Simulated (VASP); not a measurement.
# WC (Qusongite) (P-6m2) in VASP: further runs

The runs below take WC (Qusongite) through relaxation of cell and atoms, with PBEsol.

Everything below comes from runs of VASP 6.6.1. Logs are shortened: lines on timing, memory, paths and dates and some standing lists are left out, and cuts for length are marked.

### Step 1. The cell of the first run

Symmetry: P-6m2, No. 187, hexagonal system. Conventional cell: a = 2.907 Å, b = 2.907 Å, c = 2.837 Å, α = 90.00°, β = 90.00°, γ = 120.00°. W (site symmetry -6m2) has 6 C at 2.20 Å and 2 W at 2.84 Å within 2.9 Å. Within 2.9 Å of C (site symmetry -6m2) lie 6 W at 2.20 Å and 2 C at 2.84 Å.

### Step 2. Relaxation of cell and atoms, PBEsol, target pressure 20 GPa, at which the enthalpy is minimised

Contents of INCAR:

```
PREC     = Accurate       # precision mode
ENCUT    = 600            # plane-wave cutoff, eV
EDIFF    = 1E-6           # SCF threshold, eV
ISMEAR   = -1             # smearing method
SIGMA    = 0.05           # smearing width, eV
LREAL    = F              # projectors in reciprocal space
LASPH    = T              # aspherical terms in the spheres
NELM     = 100            # most SCF steps
ALGO     = Normal         # electronic algorithm
ISIF     = 3              # what is computed and relaxed
LWAVE    = F              # write WAVECAR
LCHARG   = F              # write CHGCAR
GGA      = PS             # functional
IBRION   = 2              # ionic algorithm
NSW      = 80             # ionic steps
EDIFFG   = -0.01          # ionic threshold
PSTRESS  = 200.0
```

Contents of KPOINTS:

```
regular mesh
0
Gamma
  10 10 9
```

Contents of POSCAR:

```
WC
1.0
    2.9065000000      0.0000000000      0.0000000000
   -1.4532500000      2.5171028361      0.0000000000
    0.0000000000      0.0000000000      2.8366000000
W C
1 1
Direct
    0.0000000000      0.0000000000      0.0000000000
    0.6666666667      0.3333333333      0.5000000000
```

Potentials or basis: VASP PAW PBE potentials, release 64 (W_sv, C).

On the command line:

```console
> cat potpaw_PBE.64/W_sv/POTCAR potpaw_PBE.64/C/POTCAR > POTCAR
> mpirun -np 1 vasp_std > vasp.out
```

OUTCAR:

```text
PREC = Accurate
   ENCUT = 600
   EDIFF = 1E-6
   ISMEAR = -1
   LREAL = F
   LASPH = T
   NELM = 100
   ISIF = 3
   GGA = PS
   IBRION = 2
   NSW = 80
   EDIFFG = -0.01
   PSTRESS = 200.0

 ion  position               nearest neighbor table
   1  0.000  0.000  0.000-   2 2.20   2 2.20   2 2.20   2 2.20   2 2.20   2 2.20
   2  0.667  0.333  0.500-   1 2.20   1 2.20   1 2.20   1 2.20   1 2.20   1 2.20

  LATTYP: Found a hexagonal cell.
 ALAT       =     2.9065000000
 C/A-ratio  =     0.9759504559

  Lattice vectors:

 A1 = (   2.9065000000,   0.0000000000,   0.0000000000)
 A2 = (  -1.4532500000,   2.5171028361,   0.0000000000)
 A3 = (   0.0000000000,   0.0000000000,   2.8366000000)

Analysis of symmetry for initial positions (statically):
=====================================================================
 Subroutine PRICEL returns:
 Original cell was already a primitive cell.

 Routine SETGRP: Setting up the symmetry group for a
 hexagonal supercell.

 Subroutine GETGRP returns: Found 12 space group operations
 (whereof 12 operations were pure point group operations)
 out of a pool of 24 trial point group operations.

The static configuration has the point symmetry D_3h.

Analysis of symmetry for dynamics (positions and initial velocities):
=====================================================================
 Subroutine PRICEL returns:
 Original cell was already a primitive cell.

 Routine SETGRP: Setting up the symmetry group for a
 hexagonal supercell.

 Subroutine GETGRP returns: Found 12 space group operations
 (whereof 12 operations were pure point group operations)
 out of a pool of 24 trial point group operations.

The dynamic configuration has the point symmetry D_3h.

 Subroutine INISYM returns: Found 12 space group operations
 (whereof 12 operations are pure point group operations),
 and found     1 'primitive' translations

----------------------------------------------------------------------------------------

                                     Primitive cell

  volume of cell :      20.7525

  direct lattice vectors                    reciprocal lattice vectors
     2.906500000  0.000000000  0.000000000     0.344056425  0.198641070  0.000000000
    -1.453250000  2.517102836  0.000000000     0.000000000  0.397282139  0.000000000
     0.000000000  0.000000000  2.836600000     0.000000000  0.000000000  0.352534725

  length of vectors
     2.906500000  2.906500000  2.836600000     0.397282139  0.397282139  0.352534725

  position of ions in fractional coordinates (direct lattice)
     0.000000000  0.000000000  0.000000000
     0.666666667  0.333333333  0.500000000

  ion indices of the primitive-cell ions
   primitive index   ion index
                 1           1
                 2           2

----------------------------------------------------------------------------------------

 KPOINTS: regular mesh

Automatic generation of k-mesh.
 Grid dimensions read from file:
 generate k-points for:   10   10    9

 Generating k-lattice:

  Cartesian coordinates                     Fractional coordinates (reciprocal lattice)
     0.034405643  0.019864107  0.000000000     0.100000000  0.000000000  0.000000000
     0.000000000  0.039728214  0.000000000     0.000000000  0.100000000  0.000000000
     0.000000000  0.000000000  0.039170525     0.000000000  0.000000000  0.111111111

  Length of vectors
     0.039728214  0.039728214  0.039170525

  Shift w.r.t. Gamma in fractional coordinates (k-lattice)
     0.000000000  0.000000000  0.000000000

 Subroutine IBZKPT returns following result:
 ===========================================

 Found     70 irreducible k-points:

 Following reciprocal coordinates:
            Coordinates               Weight
  0.000000  0.000000  0.000000      1.000000
  0.100000  0.000000  0.000000      6.000000
  0.200000  0.000000  0.000000      6.000000
  0.300000  0.000000  0.000000      6.000000
  0.400000  0.000000  0.000000      6.000000
  0.500000  0.000000  0.000000      3.000000
[... 16 lines left out ...]
  0.300000  0.100000  0.111111     24.000000
  0.400000  0.100000  0.111111     24.000000
 [... further k-points ...]
   k-points           NKPTS =     70   k-points in BZ     NKDIM =     70   number of bands    NBANDS=     13
   number of dos      NEDOS =    301   number of ions     NIONS =      2
   total plane-waves  NPLWV =  13824
   dimension x,y,z NGX =    24 NGY =   24 NGZ =   24
   dimension x,y,z NGXF=    48 NGYF=   48 NGZF=   48
   ions per type =               1   1
   NGX,Y,Z   is equivalent  to a cutoff of  13.73, 13.73, 14.07 a.u.
   NGXF,Y,Z  is equivalent  to a cutoff of  27.46, 27.46, 28.13 a.u.
 SYSTEM =  unknown system
   PREC   = accura    normal or accurate (medium, high low for compatibility)
   ISTART =      0    job   : 0-new  1-cont  2-samecut
   ICHARG =      2    charge: 1-file 2-atom 10-const
   ISPIN  =      1    spin polarized calculation?
   LNONCOLLINEAR =      F non collinear calculations
   LSORBIT =      F    spin-orbit coupling
   LASPH  =      T    aspherical Exc in radial PAW
   ENCUT  =  600.0 eV  44.10 Ry    6.64 a.u.   5.81  5.81  5.67*2*pi/ulx,y,z
   NELM   =    100;   NELMIN=  2; NELMDL= -5     # of ELM steps
   EDIFF  = 0.1E-05   stopping-criterion for ELM
   LREAL  =      F    real-space projection
   EDIFFG = -.1E-01   stopping-criterion for IOM
   NSW    =     80    number of steps for IOM
   IBRION =      2    ionic relax: 0-MD 1-quasi-New 2-CG
   NFREE  =      1    steps in history (QN), initial steepest desc. (CG)
   ISIF   =      3    stress and relaxation
   ISYM   =      2    0-nonsym 1-usesym 2-fastsym
   POTIM  = 0.5000    time-step for ionic-motion
   TEBEG  =    0.0;   TEEND  =   0.0 temperature during run
   PSTRESS=  200.0 pullay stress
   NELECT =      18.0000    total number of electrons
   NUPDOWN=      -1.0000    fix difference up-down
   EMIN   =  10.00;   EMAX   =-10.00  energy-range for DOS
[... 5 lines left out ...]
     AMIX     =   0.40;   BMIX     =  1.00
     AMIX_MAG =   1.60;   BMIX_MAG =  1.00
  volume/ion in A,a.u.               =      10.38        70.02
  Fermi-wavevector in a.u.,A,eV,Ry     =   1.561262  2.950358 33.164744  2.437540
  Thomas-Fermi vector in A             =   2.664353
   LORBIT       =      0    0 simple, 1 ext, 2 COOP (PROOUT), +10 PAW based schemes
   GGA     = PS    functional components
   LHFCALC =     F    Hartree Fock is set to
   AEXX    =    0.0000 exact exchange contribution
   IVDW    =     0    specifies the selected vdW correction
   LEPSILON=     F    determine dielectric tensor
   LRPA    =     F    only Hartree local field effects (RPA)
 conjugate gradient relaxation of ions
 non-spin polarized calculation
  energy-cutoff  :      600.00
  volume of cell :       20.75
 maximum number of plane-waves:       703
 NGX is ok and might be reduce to    24
   NGX = 11   NGY = 11   NGZ = 11

--------------------------------------- Ionic step        1  -------------------------------------------

 number of electron      18.0000000 magnetization

 Free energy of the ion-electron system (eV)
  ---------------------------------------------------
  ext. energy  EPLUGINS =         0.00000000
  ---------------------------------------------------
  free energy    TOTEN  =       -23.90494398 eV

  energy without entropy =      -23.90315426  energy(sigma->0) =      -23.90404912

------------------------ aborting loop because EDIFF is reached ----------------------------------------

  FORCE on cell =-STRESS in cart. coord.  units (eV):
  Direction    XX          YY          ZZ          XY          YZ          ZX
  --------------------------------------------------------------------------------------
  -------------------------------------------------------------------------------------
  Total       -0.2534341     -0.2534341     -0.3981884     -0.0000000      0.0000000      0.0000000
  in kB      -19.5661864    -19.5661864    -30.7418342     -0.0000000      0.0000000      0.0000000
  external PRESSURE =    -223.2914023 kB  Pullay stress =     200.0000000 kB
[... 213 lines left out ...]
  enthalpy is  TOTEN    =       -21.3875091998 eV   P V=        2.4619951647

--------------------------------------- Ionic step        7  -------------------------------------------

 number of electron      18.0000000 magnetization

 Free energy of the ion-electron system (eV)
  ---------------------------------------------------
  ext. energy  EPLUGINS =         0.00000000
  ---------------------------------------------------
  free energy    TOTEN  =       -23.85130372 eV

  energy without entropy =      -23.84941391  energy(sigma->0) =      -23.85035882

 E-fermi :  11.6468     XC(G=0): -14.2097

 val. band max:       11.5428999314   @ k =   0.0000   0.0000   0.3333
 cond. band min:      11.6473205366   @ k =   0.1000   0.0000   0.3333
 fundamental gap:      0.1044206052
 Fermi energy:        11.6467722818

 k-point     1 :       0.0000    0.0000    0.0000
  band No.  band energies     occupation
      1     -62.1631      2.00000
      2     -26.1605      2.00000
      3     -26.0201      2.00000
      4     -26.0201      2.00000
      5      -3.1554      2.00000
      6       7.0323      2.00000
      7       8.1389      2.00000
      8       8.1389      2.00000
      9      11.7615      0.18311
     10      15.1259      0.00000
     11      15.1259      0.00000
     12      17.5905      0.00000
     13      17.5905      0.00000
[... 353 lines left out ...]
 k-point    24 :       0.4000    0.1000    0.1111
  band No.  band energies     occupation
      1     -62.0821      2.00000
      2     -26.9418      2.00000
      3     -26.2945      2.00000
      4     -26.1208      2.00000
      5       0.5051      2.00000
      6       4.4740      2.00000
      7       7.1847      2.00000
      8       8.7878      2.00000
      9      10.3142      2.00000
     10      14.4844      0.00000
     11      15.9975      0.00000
     12      16.9860      0.00000
     13      19.0888      0.00000

 [... further k-points ...]
[... 5 lines left out ...]
  --------------------------------------------------------------------------------------
  -------------------------------------------------------------------------------------
  Total        2.4772159      2.4772159      2.4804258     -0.0000000      0.0000000      0.0000000
  in kB      201.1344116    201.1344116    201.3950293     -0.0000000      0.0000000      0.0000000
  external PRESSURE =       1.2212842 kB  Pullay stress =     200.0000000 kB
[... 17 lines left out ...]
  FREE ENERGIE OF THE ION-ELECTRON SYSTEM (eV)
  ---------------------------------------------------
  free  energy   TOTEN  =       -23.8513037212 eV

  energy  without entropy=      -23.8494139131  energy(sigma->0) =      -23.85035882

  enthalpy is  TOTEN    =       -21.3880594548 eV   P V=        2.4632442664

 reached required accuracy - stopping structural energy minimisation
```

It took 47 s on 1 thread of Intel Xeon 6975P-C, shared host; peak memory 0.17 GiB.

Results:

```
Free energy                                            : -23.8513 eV
Relaxed volume                                         : 9.87 Å³/atom
Relaxed cell                                           : a = 2.855 Å, b = 2.855 Å, c = 2.795 Å, α = 90.00°, β = 90.00°, γ = 120.00°
Space group after relaxing (to 0.05 Å)                 : P-6m2 (No. 187)
Energy change on relaxing (the enthalpy is what falls) : +26.8 meV/atom
Ionic steps                                            : 7
Pressure after relaxing                                : 20.1 GPa
Band gap on the k mesh                                 : zero (band 9 reaches 12.33 eV, above the bottom of band 10 at 11.05 eV)
```

Step by step:
```
step  energy change (eV)  largest force (eV/Å)  pressure (GPa)  volume (Å³)
   1              0.0000                0.0000           -2.33        20.75
   2              1.3879                0.0000          135.53        16.71
   3              0.0440                0.0000           18.30        19.82
   4              0.0506                0.0000           19.58        19.76
   5              0.0530                0.0000           20.06        19.74
   6              0.0554                0.0000           20.19        19.72
   7              0.0536                0.0000           20.12        19.73
```

Final structure:
```
W C
1.0
     2.85537    0.00000    0.00000
    -1.42768    2.47282    0.00000
     0.00000    0.00000    2.79469
W C
1 1
Direct
  0.00000 0.00000 0.00000
  0.66667 0.33333 0.50000
```

Levels at points of the mesh, in eV from the Fermi level:
| k point | band 5 | band 6 | band 7 | band 8 | band 9 | band 10 | band 11 | band 12 | band 13 |
| --- | --- | --- | --- | --- | --- | --- | --- | --- | --- |
| (0.00, 0.00, 0.00) | -14.80 | -4.61 | -3.51 | -3.51 | 0.11 | 3.48 | 3.48 | 5.94 | 5.94 |
| (0.50, 0.00, 0.00) | -11.26 | -7.25 | -3.86 | -3.81 | -0.43 | 2.50 | 4.89 | 5.31 | 7.18 |

Caveat: the cell is relaxed towards a set pressure, so the enthalpy falls and the energy may rise; the PAW data sets were made with another functional, which shifts forces and pressure a little; spin-orbit coupling is left out, which moves the levels of the heavy elements.

### Step 3. Relaxation of cell and atoms, PBEsol, target pressure 30 GPa, at which the enthalpy is minimised

Contents of INCAR:

```
PREC = Accurate
ENCUT = 600
EDIFF = 1E-7
ISMEAR = -1
SIGMA = 0.05
LREAL = F
LASPH = T
NELM = 60
ALGO = Normal
ISIF = 3
LWAVE = F
LCHARG = F
GGA = PS
IBRION = 2
NSW = 80
EDIFFG = -0.01
PSTRESS = 300.0
```

Contents of KPOINTS:

```
Automatic mesh
0
Gamma
  10 10 9
```

POSCAR is that of step 2.

Potentials or basis: VASP PAW PBE potentials, release 64 (W_sv, C).

On the command line:

```console
> cat potpaw_PBE.64/W_sv/POTCAR potpaw_PBE.64/C/POTCAR > POTCAR
> mpirun -np 1 vasp_std > vasp.out
```

OUTCAR:

```text
PREC = Accurate
   ENCUT = 600
   EDIFF = 1E-7
   ISMEAR = -1
   LREAL = F
   LASPH = T
   NELM = 60
   ISIF = 3
   GGA = PS
   IBRION = 2
   NSW = 80
   EDIFFG = -0.01
   PSTRESS = 300.0

 ion  position               nearest neighbor table
   1  0.000  0.000  0.000-   2 2.20   2 2.20   2 2.20   2 2.20   2 2.20   2 2.20
   2  0.667  0.333  0.500-   1 2.20   1 2.20   1 2.20   1 2.20   1 2.20   1 2.20

  LATTYP: Found a hexagonal cell.
 ALAT       =     2.9065000000
 C/A-ratio  =     0.9759504559

  Lattice vectors:

 A1 = (   2.9065000000,   0.0000000000,   0.0000000000)
 A2 = (  -1.4532500000,   2.5171028361,   0.0000000000)
 A3 = (   0.0000000000,   0.0000000000,   2.8366000000)

Analysis of symmetry for initial positions (statically):
=====================================================================
[... 414 lines left out ...]
 cond. band min:      11.9787563516   @ k =   0.4000   0.2000   0.0000
 fundamental gap:      0.0489625146
 Fermi energy:        11.9326090926

 k-point     1 :       0.0000    0.0000    0.0000
  band No.  band energies     occupation
      1     -61.8353      2.00000
      2     -25.8362      2.00000
      3     -25.6798      2.00000
      4     -25.6798      2.00000
      5      -3.0163      2.00000
      6       7.1995      2.00000
      7       8.3532      2.00000
      8       8.3532      2.00000
      9      12.0417      0.20279
     10      15.5073      0.00000
     11      15.5073      0.00000
     12      17.9850      0.00000
     13      17.9850      0.00000
[... 354 lines left out ...]
  band No.  band energies     occupation
      1     -61.7462      2.00000
      2     -26.6705      2.00000
      3     -25.9746      2.00000
      4     -25.7909      2.00000
      5       0.7189      2.00000
      6       4.6536      2.00000
      7       7.3688      2.00000
      8       9.0178      2.00000
      9      10.5728      2.00000
     10      14.8367      0.00000
     11      16.3958      0.00000
     12      17.4193      0.00000
     13      19.5311      0.00000

 [... further k-points ...]
[... 5 lines left out ...]
  --------------------------------------------------------------------------------------
  -------------------------------------------------------------------------------------
  Total        3.6259202      3.6259202      3.6312103      0.0000000      0.0000000      0.0000000
  in kB      300.1546009    300.1546009    300.5925230      0.0000000      0.0000000      0.0000000
  external PRESSURE =       0.3005749 kB  Pullay stress =     300.0000000 kB
[... 21 lines left out ...]
  energy  without entropy=      -23.7903114722  energy(sigma->0) =      -23.79131243

  enthalpy is  TOTEN    =       -20.1682608458 eV   P V=        3.6240525507

 reached required accuracy - stopping structural energy minimisation
```

CONTCAR:

```text
WC
   1.00000000000000
     2.8355168594493030    0.0000000000000000    0.0000000000000000
    -1.4177584297246515    2.4556296331427148   -0.0000000000000000
     0.0000000000000000   -0.0000000000000000    2.7796410375051992
  W               C
     1     1
Direct
     0.0000000000000000    0.0000000000000000    0.0000000000000000
     0.6666666667000030    0.3333333332999970    0.5000000000000000

  0.00000000E+00  0.00000000E+00  0.00000000E+00
  0.00000000E+00  0.00000000E+00  0.00000000E+00
```

Wall time 51 s (1 thread of Intel Xeon 6975P-C, shared host); peak memory 0.17 GiB.

What came out:

| Property | Result |
| --- | --- |
| Free energy | -23.7923 eV |
| Relaxed volume | 9.68 Å³/atom |
| Relaxed cell | a = 2.836 Å, b = 2.836 Å, c = 2.780 Å, α = 90.00°, β = 90.00°, γ = 120.00° |
| Space group after relaxing (to 0.05 Å) | P-6m2 (No. 187) |
| Energy change on relaxing (the enthalpy is what falls) | +56.3 meV/atom |
| Ionic steps | 7 |
| Pressure after relaxing | 30.0 GPa |
| Band gap on the k mesh | zero (band 9 reaches 12.62 eV, above the bottom of band 10 at 11.32 eV) |

Step by step:
| step | energy change (eV) | largest force (eV/Å) | pressure (GPa) | volume (Å³) |
| --- | --- | --- | --- | --- |
| 1 | 0.0000 | 0.0000 | -2.33 | 20.75 |
| 2 | 3.2937 | 0.0000 | 247.55 | 15.08 |
| 3 | 0.0852 | 0.0000 | 25.88 | 19.52 |
| 4 | 0.1048 | 0.0000 | 28.97 | 19.40 |
| 5 | 0.1115 | 0.0000 | 29.96 | 19.37 |
| 6 | 0.1163 | 0.0000 | 30.14 | 19.34 |
| 7 | 0.1126 | 0.0000 | 30.03 | 19.35 |

Final structure:
```cif
data_structure
_symmetry_space_group_name_H-M 'P 1'
_symmetry_Int_Tables_number 1
_cell_length_a 2.8355
_cell_length_b 2.8355
_cell_length_c 2.7796
_cell_angle_alpha 90.000
_cell_angle_beta 90.000
_cell_angle_gamma 120.000
_cell_volume 19.35
loop_
_atom_site_label
_atom_site_type_symbol
_atom_site_fract_x
_atom_site_fract_y
_atom_site_fract_z
_atom_site_occupancy
W1 W 0.00000 0.00000 0.00000 1
C1 C 0.66667 0.33333 0.50000 1
```

Levels at points of the mesh, in eV from the Fermi level:
| k point | band 6 | band 7 | band 8 | band 9 | band 10 | band 11 | band 12 | band 13 |
| --- | --- | --- | --- | --- | --- | --- | --- | --- |
| (0.00, 0.00, 0.00) | -4.73 | -3.58 | -3.58 | 0.11 | 3.57 | 3.57 | 6.05 | 6.05 |
| (0.50, 0.00, 0.00) | -7.33 | -3.97 | -3.91 | -0.42 | 2.56 | 5.03 | 5.47 | 7.29 |

Caveat: the cell is relaxed towards a set pressure, so the enthalpy falls and the energy may rise; the PAW data sets were made with another functional, which shifts forces and pressure a little; spin-orbit coupling is left out, which moves the levels of the heavy elements.
